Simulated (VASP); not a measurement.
A run of VASP 6.6.1 is set up as follows.

POSCAR

```
KI
1.0
    6.3890799779      0.0000000000      0.0000000000
   -3.1945399890      5.2297784193      0.0000000000
    0.0000000000      0.0000000000      7.0391091533
K I
2 2
Direct
    0.3293395609      0.6586791219      0.2500000000
    0.6706604391      0.3413208781      0.7500000000
    0.6714627651      0.3429255303      0.2500000000
    0.3285372349      0.6570744697      0.7500000000
```

Contents of INCAR.step1:

```
PREC = Accurate
ENCUT = 520
ISMEAR = 0
SIGMA = 0.01
LREAL = False
LASPH = True
NELM = 100
NBANDS = 24
GGA = PE
ALGO = Normal
EDIFF = 1E-4
LWAVE = True
LCHARG = False
```

File INCAR.step2:

```
PREC = Accurate
ENCUT = 520
EDIFF = 1E-6
ISMEAR = 0
SIGMA = 0.01
LREAL = False
LASPH = True
NELM = 100
ALGO = Normal
ISIF = 2
LWAVE = False
LCHARG = False
METAGGA = R2SCAN
LMIXTAU = True
NBANDS = 24
ISTART = 1
```

Contents of KPOINTS:

```
regular mesh
0
Gamma
  6 6 4
```

Potentials or basis: VASP PAW PBE potentials, release 64 (K_sv, I).

Command:

```console
$ cat potpaw_PBE.64/K_sv/POTCAR potpaw_PBE.64/I/POTCAR > POTCAR
$ cp INCAR.step1 INCAR
$ mpirun -np 1 vasp_std > vasp.out
$ cp INCAR.step2 INCAR
$ mpirun -np 1 vasp_std > vasp.out
```

(1) What does it give for the band gap on the k mesh?

(2) Estimate the pressure.

Results:

(1) 4.30 eV, direct.

(2) -0.4 GPa.

Caveat: the cell differs from its parent crystal (uniaxial x strain +5.8%); the PAW data sets were made with another functional, which shifts forces and pressure a little; spin-orbit coupling is left out, which moves the levels of the heavy elements.
